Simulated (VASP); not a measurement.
**Sn: single point with PBEsol**

Sn:

```xyz
2
Lattice="0.0325 3.2618 3.2618 3.2618 0.0325 3.2618 3.2618 3.2618 0.0325" Properties=species:S:1:pos:R:3 pbc="T T T"
Sn    3.2781    3.2781    3.2781
Sn    4.9171    4.9171    4.9171
```

This cell differs from its parent crystal: equal xy, yz and zx shear strains of +1 %.

| Item | Value |
| --- | --- |
| Program | VASP 6.6.1 |
| Task | single point |
| Functional | PBEsol |
| Potentials or basis | VASP PAW PBE potentials, release 64 (Sn_d) |
| Cutoff | 520 eV |
| k mesh | 11 × 11 × 11 |
| Occupations | fermi-dirac, width 0.05 eV |
| Spin | no spin polarisation |
| Dipole correction | no |
| Further INCAR settings | ALGO = Normal; EDIFF = 1e-06; NBANDS = 21 |

```json
{"Pressure": "1.0 GPa", "Largest force": "0.152 eV/Å", "Band gap on the k mesh": "zero (bands 14 and 15 overlap by 0.17 eV)"}
```

Forces on the atoms (eV/Å):
```
Sn   0.088  0.088  0.088
Sn  -0.088 -0.088 -0.088
```

Stress tensor (GPa, compression positive):
```
 0.95 -0.50 -0.50
-0.50  0.95 -0.50
-0.50 -0.50  0.95
```

Levels at points of the mesh, in eV from the Fermi level:
```csv
k point,band 10,band 11,band 12,band 13,band 14,band 15,band 16,band 17,band 18,band 19
"(0.00, 0.00, 0.00)",-21.20,-10.61,-0.69,0.09,0.11,0.11,2.05,2.23,2.23,4.87
```

It took 91 s on 1 thread of AMD EPYC 9R45 96-Core Processor (Zen 5), on a shared host, peak memory 0.28 GiB.

Caveat: the cell differs from its parent crystal (equal xy, yz and zx shear strains of +1 %); the PAW data sets were made with another functional, which shifts forces and pressure a little; spin-orbit coupling is left out, which moves the levels of the heavy elements.
